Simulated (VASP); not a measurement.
Wanted: the native input for a VASP 6.6.1 run.

| Property | Result |
| --- | --- |
| Task | single point |
| Functional | LDA |
| Potentials or basis | VASP PAW LDA potentials, release 64 (Mo_sv, S) |
| Cutoff | 500 eV |
| k mesh | 7 × 7 × 2 |
| Occupations | gaussian, width 0.05 eV |
| Spin | collinear spin |
| Starting moments | [1.0, 1.0, 0.0, 0.0, 0.0, 0.0] μB |
| Fixed moment | 2 μB |
| Hubbard terms | Mo d U = 4.0 eV |
| Dipole correction | no |
| Further INCAR settings | ALGO = Normal; EDIFF = 1e-06; NBANDS = 39 |

The structure of MoS2 lies in POSCAR:

```
MoS2
1.0
    3.1610015200      0.0000000000      0.0000000000
   -1.5805007600      2.7375076200      0.0000000000
    0.0000000000      0.0000000000     12.2949997000
Mo S
2 4
Direct
    0.3333333333      0.6666666667      0.2500000000
    0.6666666667      0.3333333333      0.7500000000
    0.3333333333      0.6666666667      0.6275000000
    0.6666666667      0.3333333333      0.1275000000
    0.3333333333      0.6666666667      0.8725000000
    0.6666666667      0.3333333333      0.3725000000
```

One way to write it, as run:

INCAR

```
PREC = Accurate
ENCUT = 500
EDIFF = 1E-6
ISMEAR = 0
SIGMA = 0.05
LREAL = False
LASPH = True
NELM = 200
ALGO = Normal
ISIF = 2
LWAVE = False
LCHARG = False
ISPIN = 2
MAGMOM = 1 1 0 0 0 0
LORBIT = 11
NUPDOWN = 2.0
LMAXMIX = 4
LDAU = True
LDAUTYPE = 2
LDAUL = 2 -1
LDAUU = 4 0
LDAUJ = 0 0
LDAUPRINT = 1
NBANDS = 39
GGA_COMPAT = False
```

KPOINTS

```
regular mesh
0
Gamma
  7 7 2
```

Potentials or basis: VASP PAW LDA potentials, release 64 (Mo_sv, S).

Command:

```sh
$ cat potpaw_LDA.64/Mo_sv/POTCAR potpaw_LDA.64/S/POTCAR > POTCAR
$ mpirun -np 1 vasp_std > vasp.out
```

Results of the run:

| Quantity | Value |
| --- | --- |
| Pressure | 9.0 GPa |
| Largest force | 1.150 eV/Å |
| Net moment | 2.00 μB per cell |
| Site moments | Mo +0.90; S +0.00 μB |
| Valence electrons inside the program's atomic spheres | Mo 12.55; S 3.73 |

Caveat: the cell stands under pressure; the total moment is fixed, so each spin has its own Fermi level; forces of over 1 eV/Å act on the atoms, so gaps and moduli don't describe the material at rest.

It took 3.1 min on 1 thread of Intel Xeon 8259CL (shared host), peak memory 0.25 GiB.
